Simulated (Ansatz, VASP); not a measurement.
YN in VASP and in Ansatz

Contents of INCAR:

```
SYSTEM = YN
PREC = Accurate
ENCUT = 520
EDIFF = 1E-8
ISMEAR = -1
SIGMA = 0.03
LREAL = .FALSE.
LASPH = .TRUE.
NELM = 120
ALGO = Normal
ISIF = 2
LWAVE = .FALSE.
LCHARG = .FALSE.
GGA = CA
LEFG = .TRUE.
NBANDS = 15
GGA_COMPAT = .FALSE.
```

KPOINTS

```
Automatic mesh
0
G
  9 9 9
  0 0 0
```

Contents of POSCAR:

```
YN
1.0
    0.0000000000      2.3891441831      2.3891441831
    2.3891441831      0.0000000000      2.3891441831
    2.3891441831      2.3891441831      0.0000000000
Y N
1 1
Direct
    0.0000000000      0.0000000000      0.0000000000
    0.5000000000      0.5000000000      0.5000000000
```

Input for Ansatz:

```yaml
crystal:
  lattice:
    - [0.0, 2.3891441831, 2.3891441831]
    - [2.3891441831, 0.0, 2.3891441831]
    - [2.3891441831, 2.3891441831, 0.0]
  atoms:
    - { symbol: "Y", position: [0.0, 0.0, 0.0] }
    - { symbol: "N", position: [0.5, 0.5, 0.5] }
kpoints:
  mp_grid: { grid: [9, 9, 9] }
scf:
  occupations: { method: fermi_dirac, width: 0.03 }
hamiltonian:
  xc: lda
  pseudopotentials: { kind: all_electron, datasets: crystal }
output:
  forces: true
  stress: true
  eigenvalues: true
  efg: { contact_densities: true }
```

Change from the starting cell: volume scaled by 0.9405, crystal datasets.

Alike in both runs: task electric field gradients; functional LDA; k mesh 9 × 9 × 9; occupations fermi-dirac, width 0.03 eV; no spin polarisation.

|  | VASP | Ansatz |
| --- | --- | --- |
| version | VASP 6.6.1 | Ansatz 0.2.0 |
| potentials or method | VASP PAW LDA potentials, release 64 (Y_sv, N), cutoff 520 eV | all-electron PAW with datasets made for the crystal, scalar-relativistic |

|  | VASP | Ansatz | Ansatz less VASP |
| --- | --- | --- | --- |
| pressure (GPa) | 5.2 | 5.1 | -0.12 |

LDA's correlation is that of Perdew and Zunger in VASP and of Perdew and Wang (1992) in Ansatz. Ansatz ran all-electron here, and VASP with PAW potentials.
